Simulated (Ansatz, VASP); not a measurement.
## BN in VASP and in Ansatz

File POSCAR:

```
BN
1.0
    0.0000000000      1.7458259350      1.7458259350
    1.7458259350      0.0000000000      1.7458259350
    1.7458259350      1.7458259350      0.0000000000
B N
1 1
Direct
    0.0000000000      0.0000000000      0.0000000000
    0.5000000000      0.5000000000      0.5000000000
```

The input INCAR.step1:

```
ALGO     = Normal         # electronic algorithm
EDIFF    = 1E-4           # SCF threshold, eV
ENCUT    = 520            # plane-wave cutoff, eV
GGA      = PE             # functional
ISMEAR   = 0              # smearing method
LASPH    = T              # aspherical terms in the spheres
LCHARG   = F              # write CHGCAR
LREAL    = F              # projectors in reciprocal space
LWAVE    = T              # write WAVECAR
NBANDS   = 11             # bands
NELM     = 80             # most SCF steps
PREC     = Accurate       # precision mode
SIGMA    = 0.01           # smearing width, eV
```

The input INCAR.step2:

```
ALGO     = Normal         # electronic algorithm
EDIFF    = 1E-7           # SCF threshold, eV
ENCUT    = 520            # plane-wave cutoff, eV
ISIF     = 2              # what is computed and relaxed
ISMEAR   = 0              # smearing method
ISTART   = 1            
LASPH    = T              # aspherical terms in the spheres
LCHARG   = T              # write CHGCAR
LELF     = T              # ELF
LMIXTAU  = T            
LREAL    = F              # projectors in reciprocal space
LVHAR    = T            
LWAVE    = F              # write WAVECAR
METAGGA  = R2SCAN         # meta-GGA
NBANDS   = 11             # bands
NELM     = 80             # most SCF steps
PREC     = Accurate       # precision mode
SIGMA    = 0.01           # smearing width, eV
```

Contents of KPOINTS:

```
k-points
0
Gamma
  8 8 8
```

Input for Ansatz:

```yaml
crystal:
  lattice:
    - [0.0, 1.745825935, 1.745825935]
    - [1.745825935, 0.0, 1.745825935]
    - [1.745825935, 1.745825935, 0.0]
  atoms:
    - { symbol: B, position: [0.0, 0.0, 0.0] }
    - { symbol: "N", position: [0.5, 0.5, 0.5] }
kpoints:
  mp_grid: { grid: [8, 8, 8] }
hamiltonian:
  xc: r2scan
scf:
  occupations: { method: fixed }
  n_extra_bands: 4
output:
  forces: true
  stress: true
  eigenvalues: true
```

Alike in both runs: task single point; functional r2SCAN; k mesh 8 × 8 × 8; no spin polarisation.

|  | VASP | Ansatz |
| --- | --- | --- |
| version | VASP 6.6.1 | Ansatz 0.2.0 |
| potentials or method | VASP PAW PBE potentials, release 64 (B, N) | plane waves, PAW |
| plane-wave cutoff (eV) | 520 | 500 |
| occupations | gaussian, width 0.01 eV | fixed |
| valence electrons in the cell | 8 | 8 |

```tsv
	VASP	Ansatz	Ansatz less VASP
gap on the k mesh at the Fermi level (eV)	1.48	1.49	+0.008
pressure (GPa)	0.4	0.0	-0.44
```

VASP's potentials were made for PBE, not for r2SCAN.
